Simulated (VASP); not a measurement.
A run of VASP 6.6.1 is set up as follows.

Contents of INCAR:

```
SYSTEM = CdF2
ALGO     = Normal         ! electronic algorithm
EDIFF    = 1E-6           ! SCF threshold, eV
ENCUT    = 700            ! plane-wave cutoff, eV
GGA      = PS             ! functional
GGA_COMPAT= .False.      
ISIF     = 2              ! what is computed and relaxed
ISMEAR   = 0              ! smearing method
LASPH    = .True.         ! aspherical terms in the spheres
LCHARG   = .False.        ! write CHGCAR
LREAL    = .False.        ! projectors in reciprocal space
LWAVE    = .False.        ! write WAVECAR
NBANDS   = 24             ! bands
NELM     = 120            ! most SCF steps
PREC     = Accurate       ! precision mode
SIGMA    = 0.05           ! smearing width, eV
```

The input KPOINTS:

```
k-points
0
Gamma
  8 8 8
  0 0 0
```

The input POSCAR:

```
CdF2
1.0
   -0.2843967415      2.5595706737      2.5595706737
    2.5595706737     -0.2843967415      2.5595706737
    2.5595706737      2.5595706737     -0.2843967415
Cd F
1 2
Direct
    0.0000000000      0.0000000000      0.0000000000
    0.2500000000      0.2500000000      0.2500000000
    0.7500000000      0.7500000000      0.7500000000
```

Potentials or basis: VASP PAW PBE potentials, release 64 (Cd_sv_GW, F).

Launch:

```sh
$ cat potpaw_PBE.64/Cd_sv_GW/POTCAR potpaw_PBE.64/F/POTCAR > POTCAR
$ mpirun -np 1 vasp_std > vasp.out
```

(1) Predict the band gap on the k mesh.

(2) What does it give for the pressure?

(3) Estimate the largest force.

Results:

(1) 2.99 eV (least direct gap 3.22 eV).

(2) 3.6 GPa.

(3) 0.758 eV/Å.

Caveat: the cell stands under pressure; the PAW data sets were made with another functional, which shifts forces and pressure a little.
